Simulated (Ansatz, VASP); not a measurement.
Given: the input of a run of VASP 6.6.1 on InSb3.

The input INCAR:

```
SYSTEM = InSb3
PREC = Accurate
ENCUT = 600
EDIFF = 1E-7
ISMEAR = -1
SIGMA = 0.05
LREAL = .False.
LASPH = .True.
NELM = 100
ALGO = Normal
ISIF = 3
LWAVE = .False.
LCHARG = .False.
GGA = PE
IBRION = 2
NSW = 60
EDIFFG = -0.01
```

Contents of KPOINTS:

```
Automatic mesh
0
Gamma
  6 6 6
  0 0 0
```

Contents of POSCAR:

```
InSb3
1.0
    4.8063670000      0.0000000000      0.0000000000
    0.0000000000      4.8063670000      0.0000000000
    0.0000000000      0.0000000000      4.8063670000
Sb In
3 1
Direct
    0.5000000000      0.5000000000      0.0000000000
    0.0000000000      0.5000000000      0.5000000000
    0.5000000000      0.0000000000      0.5000000000
    0.0000000000      0.0000000000      0.0000000000
```

Potentials or basis: VASP PAW PBE potentials, release 64 (Sb, In_d).

Run with:

```console
$ cat potpaw_PBE.64/Sb/POTCAR potpaw_PBE.64/In_d/POTCAR > POTCAR
$ mpirun -np 1 vasp_std > vasp.out
```

Question: Set up the same calculation for Ansatz 0.2.0. Potentials there: Ansatz PAW.

Answer: As run (the cutoff follows the program's own potentials):

File input.yaml:

```yaml
crystal:
  lattice:
    - [4.806367, 0.0, 0.0]
    - [0.0, 4.806367, 0.0]
    - [0.0, 0.0, 4.806367]
  atoms:
    - { symbol: Sb, position: [0.5, 0.5, 0.0] }
    - { symbol: Sb, position: [0.0, 0.5, 0.5] }
    - { symbol: Sb, position: [0.5, 0.0, 0.5] }
    - { symbol: In, position: [0.0, 0.0, 0.0] }
hamiltonian:
  xc: pbe
  pseudopotentials: { kind: paw }
kpoints:
  mp_grid: { grid: [6, 6, 6] }
scf:
  occupations: { method: fermi_dirac, width: 0.05 }
output:
  forces: true
  stress: true
  eigenvalues: true
relax:
  f_tol: 0.01
  max_steps: 40
  cell: { stress_tol: 0.05 }
```

Potentials or basis: Ansatz PAW.

Command:

```console
$ ansatz run input.yaml --threads 2 --pin off --max-ram 5632MiB --backend cpu --events-out ev --progress --plain --runs-dir out
```

Both were run:

|  | VASP | Ansatz | Ansatz less VASP |
| --- | --- | --- | --- |
| gap on the k mesh at the Fermi level, each at its own relaxed structure (eV) | none | none | - |
| relaxed volume (Å³/atom) | 27.83 | 27.85 | +0.029 |
| relaxed cell length with the largest relative difference (Å) | 4.810 | 4.812 | +0.0016 |

A gap of «none» marks a metal or a gap that the smearing closes. VASP's potentials hold 28 valence electrons a cell and Ansatz's 58, so a difference there can come from the potentials and not from the codes.

Spin-orbit coupling is off throughout. Noted on Ansatz's run: the plane-wave basis is chosen anew once the cell has moved, so the energies of steps on either side of that aren't comparable.
